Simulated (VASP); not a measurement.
Runs of VASP 6.6.1 on C. The structure is that of space group P6/mmm (No. 191), or close to it. The cells are those of the table. 

```tsv
task	cell	k mesh	cutoff (eV)	gap on the mesh (eV)	pressure (GPa)	relaxed volume (Å³/atom)
single point	a = 2.393, b = 2.393, c = 2.236 Å, angles 90.0, 90.0, 120.0°, 1 atom	9 × 9 × 8	520	none	-40.1	-
relaxation of cell and atoms	relaxed from a = 2.014, b = 2.014, c = 1.585 Å, angles 90.0, 90.0, 120.0°, 1 atom	33 × 33 × 34	600	none	0.0	(a)
relaxation of cell and atoms	relaxed from a = 3.615, b = 3.615, c = 1.284 Å, angles 90.0, 90.0, 120.0°, 1 atom	18 × 18 × 42	600	none	0.0	(b)
single point	a = 4.372, b = 4.372, c = 1.282 Å, angles 90.0, 90.0, 120.0°, 1 atom	18 × 18 × 42	520	none	-0.1	-
single point	a = 2.014, b = 2.014, c = 1.585 Å, angles 90.0, 90.0, 120.0°, 1 atom	9 × 9 × 8	520	none	0.3	-
```

Alike in all rows: level PBE; potentials or basis VASP PAW PBE potentials, release 64 (C); no spin polarisation; smearing gaussian 0.1 eV.

Question: Estimate the missing entries.

Answer: (a) 5.59; (b) 19.28.

Caveats: some runs use coarse meshes; the volume moved by over 15 % at a fixed basis, so the end points are rough (some runs).

A gap of «none» marks levels without a gap at the run's occupations.
